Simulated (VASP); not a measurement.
# FePt (Tetraferroplatinum) (P4/mmm) in VASP: settings compared

The runs below take FePt (Tetraferroplatinum) through single point, with LDA, PBEsol+D3(BJ), PBE+D4.

Program: VASP 6.6.1. These are calculated values, not measurements. Logs are shortened: lines on timing, memory, paths and dates and some standing lists are left out, and cuts for length are marked.

### 1 The cell of the first run

Symmetry: P4/mmm, No. 123, tetragonal system. The conventional cell has a = 2.742 Å, b = 2.742 Å, c = 3.745 Å, α = 90.00°, β = 90.00°, γ = 90.00°. Pt (site symmetry 4/mmm) has 8 Fe at 2.70 Å and 4 Pt at 2.74 Å within 3.6 Å. Within 3.6 Å of Fe (site symmetry 4/mmm) lie 8 Pt at 2.70 Å and 4 Fe at 2.74 Å.

### 2 Single point, LDA, collinear spin, ferromagnetic start (volume scaled by 1.02)

INCAR reads:

```
SYSTEM = FePt
PREC = Accurate
ENCUT = 520
EDIFF = 1E-6
ISMEAR = -1
SIGMA = 0.05
LREAL = .FALSE.
LASPH = .TRUE.
NELM = 150
ALGO = Fast
ISIF = 2
LWAVE = .FALSE.
LCHARG = .FALSE.
ISPIN = 2
MAGMOM = 0 3
LORBIT = 11
LMAXMIX = 4
NBANDS = 20
```

KPOINTS reads:

```
Automatic mesh
0
G
  10 10 7
  0 0 0
```

POSCAR reads:

```
FePt
1.0
    2.7415369495      0.0000000000      0.0000000000
    0.0000000000      2.7415369495      0.0000000000
    0.0000000000      0.0000000000      3.7446364796
Pt Fe
1 1
Direct
    0.5000000000      0.5000000000      0.5000000000
    0.0000000000      0.0000000000      0.0000000000
```

Potentials or basis: VASP PAW LDA potentials, release 64 (Pt, Fe).

Command:

```
$ cat potpaw_LDA.64/Pt/POTCAR potpaw_LDA.64/Fe/POTCAR > POTCAR
$ mpirun -np 1 vasp_std > vasp.out
```

OUTCAR:

```text
SYSTEM = FePt
   PREC = Accurate
   ENCUT = 520
   EDIFF = 1E-6
   ISMEAR = -1
   LREAL = .FALSE.
   LASPH = .TRUE.
   NELM = 150
   ISIF = 2
   ISPIN = 2
   LORBIT = 11

 ion  position               nearest neighbor table
   1  0.500  0.500  0.500-   2 2.70   2 2.70   2 2.70   2 2.70   2 2.70   2 2.70   2 2.70   2 2.70

   2  0.000  0.000  0.000-   1 2.70   1 2.70   1 2.70   1 2.70   1 2.70   1 2.70   1 2.70   1 2.70

  LATTYP: Found a simple tetragonal cell.
 ALAT       =     2.7415369495
 C/A-ratio  =     1.3658894805

  Lattice vectors:

 A1 = (   2.7415369495,   0.0000000000,   0.0000000000)
 A2 = (   0.0000000000,   2.7415369495,   0.0000000000)
 A3 = (   0.0000000000,   0.0000000000,   3.7446364796)

Analysis of symmetry for initial positions (statically):
=====================================================================
 Subroutine PRICEL returns:
 Original cell was already a primitive cell.

 Routine SETGRP: Setting up the symmetry group for a
 simple tetragonal supercell.

 Subroutine GETGRP returns: Found 16 space group operations
 (whereof 16 operations were pure point group operations)
 out of a pool of 16 trial point group operations.

The static configuration has the point symmetry D_4h.

Analysis of symmetry for dynamics (positions and initial velocities):
=====================================================================
 Subroutine PRICEL returns:
 Original cell was already a primitive cell.

 Routine SETGRP: Setting up the symmetry group for a
 simple tetragonal supercell.

 Subroutine GETGRP returns: Found 16 space group operations
 (whereof 16 operations were pure point group operations)
 out of a pool of 16 trial point group operations.

The dynamic configuration has the point symmetry D_4h.

Analysis of structural, dynamic, and magnetic symmetry:
=====================================================================
 Subroutine PRICEL returns:
 Original cell was already a primitive cell.

 Routine SETGRP: Setting up the symmetry group for a
 simple tetragonal supercell.

 Subroutine GETGRP returns: Found 16 space group operations
 (whereof 16 operations were pure point group operations)
 out of a pool of 16 trial point group operations.

The overall configuration has the point symmetry D_4h.

 Subroutine INISYM returns: Found 16 space group operations
 (whereof 16 operations are pure point group operations),
 and found     1 'primitive' translations

----------------------------------------------------------------------------------------

                                     Primitive cell

  volume of cell :      28.1448

  direct lattice vectors                    reciprocal lattice vectors
     2.741536949  0.000000000  0.000000000     0.364758899  0.000000000  0.000000000
     0.000000000  2.741536949  0.000000000     0.000000000  0.364758899  0.000000000
     0.000000000  0.000000000  3.744636480     0.000000000  0.000000000  0.267048619

  length of vectors
     2.741536949  2.741536949  3.744636480     0.364758899  0.364758899  0.267048619

  position of ions in fractional coordinates (direct lattice)
     0.500000000  0.500000000  0.500000000
     0.000000000  0.000000000  0.000000000

  ion indices of the primitive-cell ions
   primitive index   ion index
                 1           1
                 2           2

----------------------------------------------------------------------------------------

 KPOINTS: Automatic mesh

Automatic generation of k-mesh.
 Grid dimensions read from file:
 generate k-points for:   10   10    7

 Generating k-lattice:

  Cartesian coordinates                     Fractional coordinates (reciprocal lattice)
     0.036475890  0.000000000  0.000000000     0.100000000  0.000000000  0.000000000
     0.000000000  0.036475890  0.000000000     0.000000000  0.100000000  0.000000000
     0.000000000  0.000000000  0.038149803     0.000000000  0.000000000  0.142857143

  Length of vectors
     0.036475890  0.036475890  0.038149803

  Shift w.r.t. Gamma in fractional coordinates (k-lattice)
     0.000000000  0.000000000  0.000000000

 Subroutine IBZKPT returns following result:
 ===========================================

 Found     84 irreducible k-points:

 Following reciprocal coordinates:
            Coordinates               Weight
  0.000000  0.000000  0.000000      1.000000
  0.100000  0.000000  0.000000      4.000000
  0.200000  0.000000  0.000000      4.000000
  0.300000  0.000000  0.000000      4.000000
  0.400000  0.000000  0.000000      4.000000
  0.500000  0.000000  0.000000      2.000000
[... 16 lines left out ...]
  0.100000  0.000000  0.142857      8.000000
  0.200000  0.000000  0.142857      8.000000
 [... further k-points ...]
   k-points           NKPTS =     84   k-points in BZ     NKDIM =     84   number of bands    NBANDS=     20
   number of dos      NEDOS =    301   number of ions     NIONS =      2
   total plane-waves  NPLWV =  11200
   dimension x,y,z NGX =    20 NGY =   20 NGZ =   28
   dimension x,y,z NGXF=    40 NGYF=   40 NGZF=   56
   ions per type =               1   1
   NGX,Y,Z   is equivalent  to a cutoff of  12.13, 12.13, 12.43 a.u.
   NGXF,Y,Z  is equivalent  to a cutoff of  24.26, 24.26, 24.86 a.u.
 SYSTEM =  FePt
   PREC   = accura    normal or accurate (medium, high low for compatibility)
   ISTART =      0    job   : 0-new  1-cont  2-samecut
   ICHARG =      2    charge: 1-file 2-atom 10-const
   ISPIN  =      2    spin polarized calculation?
   LNONCOLLINEAR =      F non collinear calculations
   LSORBIT =      F    spin-orbit coupling
   LASPH  =      T    aspherical Exc in radial PAW
   ENCUT  =  520.0 eV  38.22 Ry    6.18 a.u.   5.10  5.10  6.96*2*pi/ulx,y,z
   NELM   =    150;   NELMIN=  2; NELMDL= -5     # of ELM steps
   EDIFF  = 0.1E-05   stopping-criterion for ELM
   LREAL  =      F    real-space projection
   EDIFFG = 0.1E-04   stopping-criterion for IOM
   NSW    =      0    number of steps for IOM
   IBRION =     -1    ionic relax: 0-MD 1-quasi-New 2-CG
   NFREE  =      0    steps in history (QN), initial steepest desc. (CG)
   ISIF   =      2    stress and relaxation
   ISYM   =      2    0-nonsym 1-usesym 2-fastsym
   POTIM  = 0.5000    time-step for ionic-motion
   TEBEG  =    0.0;   TEEND  =   0.0 temperature during run
   PSTRESS=    0.0 pullay stress
   NELECT =      18.0000    total number of electrons
   NUPDOWN=      -1.0000    fix difference up-down
   EMIN   =  10.00;   EMAX   =-10.00  energy-range for DOS
   EFERMI =   0.00;   METHOD = LEGACY
   ISMEAR =    -1;   SIGMA  =   0.05  broadening in eV -4-tet -1-fermi 0-gaus
   EFERMI_NEDOS =   21; number of points for ismear=-14 and -15
   IALGO  =     68    algorithm
   IMIX   =      4    mixing-type and parameters
     AMIX     =   0.40;   BMIX     =  1.00
     AMIX_MAG =   1.60;   BMIX_MAG =  1.00
  volume/ion in A,a.u.               =      14.07        94.97
  Fermi-wavevector in a.u.,A,eV,Ry     =   1.410478  2.665417 27.068093  1.989449
  Thomas-Fermi vector in A             =   2.532428
   LORBIT       =     11    0 simple, 1 ext, 2 COOP (PROOUT), +10 PAW based schemes
   GGA     = CA    functional components
   LHFCALC =     F    Hartree Fock is set to
   AEXX    =    0.0000 exact exchange contribution
   IVDW    =     0    specifies the selected vdW correction
   LEPSILON=     F    determine dielectric tensor
   LRPA    =     F    only Hartree local field effects (RPA)
 spin polarized calculation
 RMM-DIIS sequential band-by-band and
  energy-cutoff  :      520.00
  volume of cell :       28.14
 maximum number of plane-waves:       776
   NGX = 11   NGY = 11   NGZ = 13

 number of electron      17.9999991 magnetization       3.2132433

 Free energy of the ion-electron system (eV)
  ---------------------------------------------------
  ext. energy  EPLUGINS =         0.00000000
  ---------------------------------------------------
  free energy    TOTEN  =       -16.89975250 eV

  energy without entropy =      -16.88808796  energy(sigma->0) =      -16.89392023

 E-fermi :   8.2106     XC(G=0): -13.1963

 val. band max:        8.2020046362   @ k =   0.5000   0.4000   0.1429
 cond. band min:       8.2126434103   @ k =   0.3000   0.2000   0.0000
 fundamental gap:      0.0106387741
 Fermi energy:         8.2106437514

 spin component 1

 k-point     1 :       0.0000    0.0000    0.0000
  band No.  band energies     occupation
      1      -1.2186      1.00000
      2       2.0823      1.00000
      3       2.2076      1.00000
      4       4.9477      1.00000
      5       4.9477      1.00000
      6       5.4830      1.00000
[... 12 lines left out ...]
     19      29.5491      0.00000
     20      29.5493      0.00000
[... 507 lines left out ...]
 k-point    24 :       0.2000    0.0000    0.1429
  band No.  band energies     occupation
      1      -0.0382      1.00000
      2       2.5662      1.00000
      3       3.0500      1.00000
      4       4.5367      1.00000
      5       5.2060      1.00000
      6       5.6145      1.00000
[... 12 lines left out ...]
     19      30.9680      0.00000
     20      31.1574      0.00000

 [... further k-points ...]

 spin component 2

 k-point     1 :       0.0000    0.0000    0.0000
  band No.  band energies     occupation
      1      -0.9866      1.00000
      2       2.5612      1.00000
      3       2.6091      1.00000
      4       5.8880      1.00000
      5       5.8880      1.00000
      6       7.4390      1.00000
[... 12 lines left out ...]
     19      29.7477      0.00000
     20      29.7486      0.00000
[... 507 lines left out ...]
 k-point    24 :       0.2000    0.0000    0.1429
  band No.  band energies     occupation
      1       0.2008      1.00000
      2       2.9781      1.00000
      3       3.5228      1.00000
      4       5.0347      1.00000
      5       6.1288      1.00000
      6       6.8648      1.00000
[... 12 lines left out ...]
     19      31.2676      0.00000
     20      31.4739      0.00000

 [... further k-points ...]

------------------------ aborting loop because EDIFF is reached ----------------------------------------

  FORCE on cell =-STRESS in cart. coord.  units (eV):
  Direction    XX          YY          ZZ          XY          YZ          ZX
  --------------------------------------------------------------------------------------
  -------------------------------------------------------------------------------------
  Total       -2.9649568     -2.9649568     -2.7195871      0.0000000      0.0000000      0.0000000
  in kB     -168.7839258   -168.7839258   -154.8159413      0.0000000      0.0000000      0.0000000
  external PRESSURE =    -164.1279310 kB  Pullay stress =       0.0000000 kB

 VOLUME and BASIS-vectors are now :
 -----------------------------------------------------------------------------
  energy-cutoff  :      520.00
  volume of cell :       28.14
      direct lattice vectors                 reciprocal lattice vectors
     2.741536949  0.000000000  0.000000000     0.364758899  0.000000000  0.000000000
     0.000000000  2.741536949  0.000000000     0.000000000  0.364758899  0.000000000
     0.000000000  0.000000000  3.744636480     0.000000000  0.000000000  0.267048619

 POSITION                                       TOTAL-FORCE (eV/Angst)
 -----------------------------------------------------------------------------------
      1.37077      1.37077      1.87232         0.000000      0.000000      0.000000
      0.00000      0.00000      0.00000         0.000000      0.000000      0.000000
 -----------------------------------------------------------------------------------
    total drift:                               -0.000000      0.000000      0.000000

  FREE ENERGIE OF THE ION-ELECTRON SYSTEM (eV)
  ---------------------------------------------------
  free  energy   TOTEN  =       -16.8997524963 eV

  energy  without entropy=      -16.8880879558  energy(sigma->0) =      -16.89392023

 total charge

# of ion       s       p       d       tot
------------------------------------------
    1        0.703   0.633   8.039   9.374
    2        0.404   0.433   6.140   6.978
--------------------------------------------------
tot          1.107   1.066  14.180  16.352

 magnetization (x)

# of ion       s       p       d       tot
------------------------------------------
    1       -0.022  -0.051   0.416   0.343
    2        0.002  -0.002   2.823   2.823
--------------------------------------------------
tot         -0.020  -0.052   3.238   3.166
```

Run time: 73 s. Hardware: 1 thread of Oxide Virtual Turin-like, shared host; peak memory 0.15 GiB.

Results:

```yaml
Free_energy: -16.8998 eV
Pressure: -16.4 GPa
Net_moment: 3.21 μB per cell
Site_moments: Pt +0.34; Fe +2.82 μB
Valence_electrons_inside_the_program's_atomic_spheres: Pt 9.37; Fe 6.98
```

Levels at points of the mesh, in eV from the Fermi level:
Spin up:
```tsv
k point	band 8	band 9	band 10	band 11	band 12	band 13	band 14	band 15
(0.00, 0.00, 0.00)	-1.69	-0.44	-0.28	-0.28	2.27	9.61	11.51	11.51
(0.50, 0.00, 0.00)	-2.23	-1.91	-1.58	0.28	1.98	10.38	10.43	12.33
(0.50, 0.50, 0.00)	-0.33	-0.33	0.54	1.60	1.60	7.45	9.87	10.81
```
Spin down:
| k point | band 5 | band 6 | band 7 | band 8 | band 9 | band 10 | band 11 | band 12 |
| --- | --- | --- | --- | --- | --- | --- | --- | --- |
| (0.00, 0.00, 0.00) | -2.32 | -0.77 | -0.74 | 0.44 | 1.45 | 1.58 | 1.58 | 2.57 |
| (0.50, 0.00, 0.00) | -2.38 | -1.35 | -1.16 | -0.92 | 0.33 | 0.63 | 2.27 | 2.48 |
| (0.50, 0.50, 0.00) | 0.83 | 1.08 | 1.45 | 1.66 | 1.66 | 1.71 | 1.88 | 1.88 |

Caveat: spin-orbit coupling is left out, which moves the levels of the heavy elements.

### 3 Single point, LDA, collinear spin, ferromagnetic start (volume scaled by 1.04)

INCAR reads:

```
ALGO = Fast
EDIFF = 1E-6
ENCUT = 520
GGA = CA
ISIF = 2
ISMEAR = -1
ISPIN = 2
LASPH = True
LCHARG = False
LMAXMIX = 4
LORBIT = 11
LREAL = False
LWAVE = False
MAGMOM = 0 3
NBANDS = 20
NELM = 150
PREC = Accurate
SIGMA = 0.05
```

KPOINTS reads:

```
k-points
0
Gamma
  10 10 7
```

POSCAR reads:

```
FePt
1.0
    2.7593396363      0.0000000000      0.0000000000
    0.0000000000      2.7593396363      0.0000000000
    0.0000000000      0.0000000000      3.7689529822
Pt Fe
1 1
Direct
    0.5000000000      0.5000000000      0.5000000000
    0.0000000000      0.0000000000      0.0000000000
```

Potentials or basis: VASP PAW LDA potentials, release 64 (Pt, Fe).

Command:

```
$ cat potpaw_LDA.64/Pt/POTCAR potpaw_LDA.64/Fe/POTCAR > POTCAR
$ mpirun -np 1 vasp_std > vasp.out
```

Wall time 2.4 min (1 thread of Oxide Virtual Turin-like, shared host); peak memory 0.16 GiB.

The run converged. Its results:

| Item | Value |
| --- | --- |
| Free energy | -16.8381 eV |
| Pressure | -19.6 GPa |
| Net moment | 3.24 μB per cell |
| Site moments | Pt +0.34; Fe +2.85 μB |
| Valence electrons inside the program's atomic spheres | Pt 9.33; Fe 6.94 |

Stress tensor (GPa, compression positive):
```
-20.08   0.00   0.00
  0.00 -20.08   0.00
  0.00   0.00 -18.73
```

Levels at points of the mesh, in eV from the Fermi level:
Spin up:
```tsv
k point	band 8	band 9	band 10	band 11	band 12	band 13	band 14	band 15
(0.00, 0.00, 0.00)	-1.71	-0.47	-0.33	-0.33	2.25	9.37	11.38	11.38
(0.50, 0.00, 0.00)	-2.25	-1.93	-1.56	0.21	1.90	10.25	10.27	12.10
(0.50, 0.50, 0.00)	-0.38	-0.38	0.49	1.59	1.59	7.25	9.62	10.71
```
Spin down:
```
           k point  band 5  band 6  band 7  band 8  band 9  band 10  band 11  band 12
(0.00, 0.00, 0.00)   -2.27   -0.77   -0.71    0.43    1.42     1.54     1.54     2.55
(0.50, 0.00, 0.00)   -2.33   -1.33   -1.11   -0.87    0.34     0.62     2.18     2.42
(0.50, 0.50, 0.00)    0.78    1.05    1.42    1.61    1.61     1.67     1.87     1.87
```

Caveat: spin-orbit coupling is left out, which moves the levels of the heavy elements.

### 4 Single point, LDA, collinear spin, ferromagnetic start (volume scaled by 1.06)

INCAR reads:

```
SYSTEM = FePt
PREC = Accurate
ENCUT = 520
EDIFF = 1E-6
ISMEAR = -1
SIGMA = 0.05
LREAL = .FALSE.
LASPH = .TRUE.
NELM = 150
ALGO = Normal
ISIF = 2
LWAVE = .FALSE.
LCHARG = .FALSE.
ISPIN = 2
MAGMOM = 0 3
LORBIT = 11
LMAXMIX = 4
NBANDS = 20
```

KPOINTS reads:

```
Automatic mesh
0
G
  10 10 7
  0 0 0
```

POSCAR reads:

```
FePt
1.0
    2.7769155219      0.0000000000      0.0000000000
    0.0000000000      2.7769155219      0.0000000000
    0.0000000000      0.0000000000      3.7929596994
Pt Fe
1 1
Direct
    0.5000000000      0.5000000000      0.5000000000
    0.0000000000      0.0000000000      0.0000000000
```

Command:

```
$ cat potpaw_LDA.64/Pt/POTCAR potpaw_LDA.64/Fe/POTCAR > POTCAR
$ mpirun -np 1 vasp_std > vasp.out
```

Run time: 80 s. Hardware: 1 thread of Oxide Virtual Turin-like, shared host; peak memory 0.16 GiB.

It converged, with:

```yaml
Free_energy: -16.7663 eV
Pressure: -22.4 GPa
Net_moment: 3.26 μB per cell
Site_moments: Pt +0.34; Fe +2.88 μB
Valence_electrons_inside_the_program's_atomic_spheres: Pt 9.29; Fe 6.91
```

Stress tensor (GPa, compression positive):
```
-22.87   0.00   0.00
  0.00 -22.87   0.00
  0.00   0.00 -21.60
```

Levels at points of the mesh, in eV from the Fermi level:
Spin up:
```tsv
k point	band 9	band 10	band 11	band 12	band 13	band 14
(0.00, 0.00, 0.00)	-0.49	-0.37	-0.37	2.23	9.15	11.25
(0.50, 0.00, 0.00)	-1.95	-1.54	0.15	1.83	10.12	10.13
(0.50, 0.50, 0.00)	-0.44	0.45	1.59	1.59	7.06	9.39
```
Spin down:
```csv
k point,band 5,band 6,band 7,band 8,band 9,band 10,band 11,band 12
"(0.00, 0.00, 0.00)",-2.22,-0.76,-0.68,0.43,1.39,1.50,1.50,2.53
"(0.50, 0.00, 0.00)",-2.27,-1.31,-1.07,-0.83,0.35,0.63,2.11,2.37
"(0.50, 0.50, 0.00)",0.74,1.01,1.39,1.57,1.57,1.64,1.86,1.86
```

Caveat: spin-orbit coupling is left out, which moves the levels of the heavy elements.

(Continued in part 2 of 2.)
